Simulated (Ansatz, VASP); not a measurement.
**Si2W in VASP and in Ansatz**

```
CELL_PARAMETERS angstrom
4.61685 0.00000 0.00000
-2.30843 3.99831 0.00000
0.00000 0.00000 6.65322
ATOMIC_POSITIONS crystal
W 0.50000 0.00000 0.50000
W 0.50000 0.50000 0.83333
W 0.00000 0.50000 0.16667
Si 0.32725 0.16363 0.16667
Si 0.83637 0.16363 0.83333
Si 0.16363 0.32725 0.50000
Si 0.67275 0.83637 0.16667
Si 0.16363 0.83637 0.83333
Si 0.83637 0.67275 0.50000
```

Alike in both runs: task relaxation of cell and atoms; functional LDA; k mesh 7 × 7 × 4; occupations fermi-dirac, width 0.05 eV; no spin polarisation.

|  | VASP | Ansatz |
| --- | --- | --- |
| version | VASP 6.6.1 | Ansatz 0.2.0 |
| potentials or method | VASP PAW LDA potentials, release 64 (W_sv, Si) | Ansatz PAW |
| plane-wave cutoff (eV) | 500 | 420 |
| valence electrons in the cell | 66 | 66 |

```tsv
	VASP	Ansatz	Ansatz less VASP
gap on the k mesh at the Fermi level, each at its own relaxed structure (eV)	0.21	0.21	+0.005
relaxed volume (Å³/atom)	13.13	13.09	-0.042
relaxed cell length with the largest relative difference (Å)	6.572	6.565	-0.0076
```

LDA's correlation is that of Perdew and Zunger in VASP and of Perdew and Wang (1992) in Ansatz.

Spin-orbit coupling is off throughout. Noted on Ansatz's run: odd divisions of the mesh miss points on the zone boundary, where band edges often lie, so the gap on the mesh can be too wide; the plane-wave basis is chosen anew once the cell has moved, so the energies of steps on either side of that aren't comparable.
